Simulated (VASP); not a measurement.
# MgO (Periclase) (Fm-3m) in VASP: notebook, part 2 of 2

VASP 6.6.1. Earlier steps stand in the parts before.

## (3) Single point, PBE (volume changed by -6%)

INCAR

```
PREC = Accurate ; ENCUT = 600
EDIFF = 1E-6 ; ISMEAR = 0
SIGMA = 0.01 ; LREAL = False
LASPH = True ; NELM = 120
ALGO = Normal ; ISIF = 2
LWAVE = False ; LCHARG = False
GGA = PE ; NBANDS = 11
GGA_COMPAT = False
```

KPOINTS

```
Automatic mesh
0
Gamma
  8 8 8
```

POSCAR

```
MgO
1.0
    0.0000000000      2.0834349307      2.0834349307
    2.0834349307      0.0000000000      2.0834349307
    2.0834349307      2.0834349307      0.0000000000
Mg O
1 1
Direct
    0.0000000000      0.0000000000      0.0000000000
    0.5000000000      0.5000000000      0.5000000000
```

Potentials or basis: VASP PAW PBE potentials, release 64 (Mg, O).

Started as:

```sh
$ cat potpaw_PBE.64/Mg/POTCAR potpaw_PBE.64/O/POTCAR > POTCAR
$ mpirun -np 1 vasp_std > vasp.out
```

OUTCAR:

```text
PREC = Accurate
   ENCUT = 600
   EDIFF = 1E-6
   ISMEAR = 0
   LREAL = False
   LASPH = True
   NELM = 120
   ISIF = 2
   GGA = PE

 ion  position               nearest neighbor table
   1  0.000  0.000  0.000-   2 2.08   2 2.08   2 2.08   2 2.08   2 2.08   2 2.08
   2  0.500  0.500  0.500-   1 2.08   1 2.08   1 2.08   1 2.08   1 2.08   1 2.08

  LATTYP: Found a face centered cubic cell.
 ALAT       =     4.1668698614

  Lattice vectors:

 A1 = (   0.0000000000,   2.0834349307,   2.0834349307)
 A2 = (   2.0834349307,   0.0000000000,   2.0834349307)
 A3 = (   2.0834349307,   2.0834349307,   0.0000000000)

Analysis of symmetry for initial positions (statically):
=====================================================================
 Subroutine PRICEL returns:
 Original cell was already a primitive cell.

 Routine SETGRP: Setting up the symmetry group for a
 face centered cubic supercell.

 Subroutine GETGRP returns: Found 48 space group operations
 (whereof 48 operations were pure point group operations)
 out of a pool of 48 trial point group operations.

The static configuration has the point symmetry O_h .

Analysis of symmetry for dynamics (positions and initial velocities):
[... 173 lines left out ...]
      6      19.4176      0.00000
      7      19.4176      0.00000
      8      19.4176      0.00000
      9      23.4194      0.00000
     10      25.2330      0.00000
     11      25.2330      0.00000
[... 309 lines left out ...]
 k-point    24 :      -0.3750    0.2500    0.1250
  band No.  band energies     occupation
      1     -12.4740      2.00000
      2      -0.6948      2.00000
      3       1.4254      2.00000
      4       2.4020      2.00000
      5      13.3375      0.00000
      6      15.9417      0.00000
      7      17.2799      0.00000
      8      20.7339      0.00000
      9      24.3474      0.00000
     10      25.9510      0.00000
     11      30.1222      0.00000

 [... further k-points ...]

------------------------ aborting loop because EDIFF is reached ----------------------------------------

  FORCE on cell =-STRESS in cart. coord.  units (eV):
  Direction    XX          YY          ZZ          XY          YZ          ZX
  --------------------------------------------------------------------------------------
  -------------------------------------------------------------------------------------
  Total        1.0728987      1.0728987      1.0728987      0.0000000     -0.0000000      0.0000000
  in kB       95.0384766     95.0384766     95.0384766      0.0000000     -0.0000000      0.0000000
  external PRESSURE =      95.0384766 kB  Pullay stress =       0.0000000 kB

 VOLUME and BASIS-vectors are now :
 -----------------------------------------------------------------------------
  energy-cutoff  :      600.00
  volume of cell :       18.09
      direct lattice vectors                 reciprocal lattice vectors
     0.000000000  2.083434931  2.083434931    -0.239988297  0.239988297  0.239988297
     2.083434931  0.000000000  2.083434931     0.239988297 -0.239988297  0.239988297
     2.083434931  2.083434931  0.000000000     0.239988297  0.239988297 -0.239988297

 POSITION                                       TOTAL-FORCE (eV/Angst)
 -----------------------------------------------------------------------------------
      0.00000      0.00000      0.00000        -0.000000     -0.000000      0.000000
      2.08343      2.08343      2.08343         0.000000      0.000000     -0.000000
 -----------------------------------------------------------------------------------
    total drift:                               -0.000000     -0.000000      0.000000

  FREE ENERGIE OF THE ION-ELECTRON SYSTEM (eV)
  ---------------------------------------------------
  free  energy   TOTEN  =       -11.8831327712 eV

  energy  without entropy=      -11.8831327712  energy(sigma->0) =      -11.88313277
```

OSZICAR:

```text
N       E                     dE             d eps       ncg     rms          rms(c)
DAV:   1     0.166298466409E+02    0.16630E+02   -0.50162E+03   678   0.730E+02
DAV:   2    -0.128396157003E+02   -0.29469E+02   -0.28763E+02   730   0.143E+02
DAV:   3    -0.134477541878E+02   -0.60814E+00   -0.60782E+00   783   0.187E+01
DAV:   4    -0.134492150416E+02   -0.14609E-02   -0.14608E-02   686   0.100E+00
DAV:   5    -0.134492198326E+02   -0.47910E-05   -0.47911E-05   752   0.569E-02    0.725E+00
DAV:   6    -0.118992892663E+02    0.15499E+01   -0.85415E+00   662   0.163E+01    0.218E+00
DAV:   7    -0.118885427751E+02    0.10746E-01   -0.48517E-02   698   0.206E+00    0.134E+00
DAV:   8    -0.118834275919E+02    0.51152E-02   -0.25448E-02   668   0.182E+00    0.219E-01
DAV:   9    -0.118831271735E+02    0.30042E-03   -0.44889E-04   722   0.150E-01    0.126E-01
DAV:  10    -0.118831313140E+02   -0.41405E-05   -0.42711E-04   701   0.158E-01    0.863E-03
DAV:  11    -0.118831328705E+02   -0.15565E-05   -0.20793E-06   737   0.127E-02    0.507E-03
DAV:  12    -0.118831327712E+02    0.99322E-07   -0.52642E-07   385   0.583E-03
   1 F= -.11883133E+02 E0= -.11883133E+02  d E =-.727292-111
```

Run time: 8.5 s. Hardware: 1 thread of Intel Xeon Platinum 8488C (Sapphire Rapids), shared host; peak memory 0.14 GiB.

Results:

```yaml
Free_energy: -11.8831 eV
Pressure: 9.5 GPa
Band_gap_on_the_k_mesh: 5.05 eV, direct
```

Levels at points of the mesh, in eV from the valence-band top:
```tsv
k point	band 1	band 2	band 3	band 4	band 5	band 6	band 7	band 8
(0.00, 0.00, 0.00)	-17.43	0.00	0.00	0.00	5.05	15.99	15.99	15.99
(0.50, 0.00, 0.00)	-16.06	-4.76	-0.69	-0.69	8.11	12.98	16.65	16.65
(0.50, 0.50, 0.00)	-15.80	-4.22	-1.39	-1.39	9.16	10.33	13.45	19.47
```

## (4) Comparison with measurements

Step 2. A measured gap of MgO is 7.83 eV (quoted in “Electronic structure of alkaline earth and post-transition metal oxides”, 2009, arxiv:0908.1581); the calculated 4.45 eV misses it by -3.38 eV. The value is that of PBE, without temperature or zero-point motion. Semilocal functionals fall short of measured gaps as a rule.
